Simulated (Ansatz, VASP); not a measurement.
## Si2Ni: VASP beside Ansatz

Contents of INCAR:

```
ALGO = Normal ; EDIFF = 1E-6
ENCUT = 520 ; GGA = PS
ISIF = 2 ; ISMEAR = 0
LASPH = T ; LCHARG = T
LELF = T ; LREAL = F
LVHAR = T ; LWAVE = F
NBANDS = 16 ; NELM = 60
PREC = Accurate ; SIGMA = 0.15
```

File KPOINTS:

```
k-points
0
Gamma
  18 18 18
```

POSCAR

```
Si2Ni
1.0
    0.0000000000      2.6957048548      2.6957048548
    2.6957048548      0.0000000000      2.6957048548
    2.6957048548      2.6957048548      0.0000000000
Si Ni
2 1
Direct
    0.2500000000      0.2500000000      0.2500000000
    0.7500000000      0.7500000000      0.7500000000
    0.0000000000      0.0000000000      0.0000000000
```

Input for Ansatz:

```yaml
crystal:
  lattice:
    - [0.0, 2.6957048548, 2.6957048548]
    - [2.6957048548, 0.0, 2.6957048548]
    - [2.6957048548, 2.6957048548, 0.0]
  atoms:
    - { symbol: Si, position: [0.25, 0.25, 0.25] }
    - { symbol: Si, position: [0.75, 0.75, 0.75] }
    - { symbol: Ni, position: [0.0, 0.0, 0.0] }
basis:
  ecutwfc: 420
kpoints:
  mp_grid: { grid: [18, 18, 18] }
hamiltonian:
  xc: pbesol
scf:
  occupations: { method: gaussian, width: 0.15 }
output:
  forces: true
  stress: true
  eigenvalues: true
```

Alike in both runs: task single point; functional PBEsol; k mesh 18 × 18 × 18; occupations gaussian, width 0.15 eV; no spin polarisation.

|  | VASP | Ansatz |
| --- | --- | --- |
| version | VASP 6.6.1 | Ansatz 0.2.0 |
| potentials or method | VASP PAW PBE potentials, release 64 (Si, Ni), cutoff 520 eV | scalar-relativistic, plane waves, PAW |
| valence electrons in the cell | 18 | 26 |

Ansatz gave:

| Quantity | Value |
| --- | --- |
| gap on the k mesh at the Fermi level (eV) | none |
| pressure (GPa) | -0.1 |

Problem. Which values does VASP return?

Solution. gap on the k mesh at the Fermi level (eV): none; pressure (GPa): 0.0.

VASP's potentials were made for PBE, not for PBEsol. A gap of «none» marks a metal or a gap that the smearing closes. VASP's potentials hold 18 valence electrons a cell and Ansatz's 26, so a difference there can come from the potentials and not from the codes.
